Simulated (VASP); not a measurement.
In:

```
In
1.0
    -1.62547    1.62547    2.47370
     1.62547   -1.62547    2.47370
     1.62547    1.62547   -2.47370
In
1
Direct
  0.00000 0.00000 0.00000
```

Program: VASP 6.6.1. Alike in all runs: task single point; cell as given.

Q: Order these runs on this cell by their pressure, lowest first.
A. level LDA; potentials or basis VASP PAW LDA potentials, release 64 (In_d); spin collinear, zero start; k mesh 11 × 11 × 11; cutoff (eV) 500; smearing fermi-dirac 0.15 eV
B. level B3LYP; potentials or basis VASP PAW PBE potentials, release 64 (In_d); spin off; k mesh 6 × 6 × 6; cutoff (eV) 520; smearing fermi-dirac 0.05 eV; grid for exact exchange (PRECFOCK) Normal; share of exact exchange 0.2
C. level HF; potentials or basis VASP PAW PBE potentials, release 64 (In_d); spin off; k mesh 6 × 6 × 6; cutoff (eV) 520; smearing fermi-dirac 0.05 eV; grid for exact exchange (PRECFOCK) Normal; share of exact exchange 1
D. level rpbe exchange, lyp correlation; potentials or basis VASP PAW PBE potentials, release 64 (In_d); spin collinear; k mesh 11 × 11 × 11; cutoff (eV) 500; smearing methfessel-paxton 0.05 eV
E. level HSE06; potentials or basis VASP PAW PBE potentials, release 64 (In_d); spin off; k mesh 6 × 6 × 6; cutoff (eV) 520; smearing fermi-dirac 0.05 eV; grid for exact exchange (PRECFOCK) Normal; share of exact exchange 0.25; screening parameter 0.2079 1/Å

A: A (-2.4 GPa), E (-0.4 GPa), B (4.1 GPa), C (5.8 GPa), D (7.9 GPa).

Caveats: some runs use coarse meshes; the PAW data sets were made with another functional, which shifts forces and pressure a little (at least some runs); the cell stands under pressure (at least some runs).
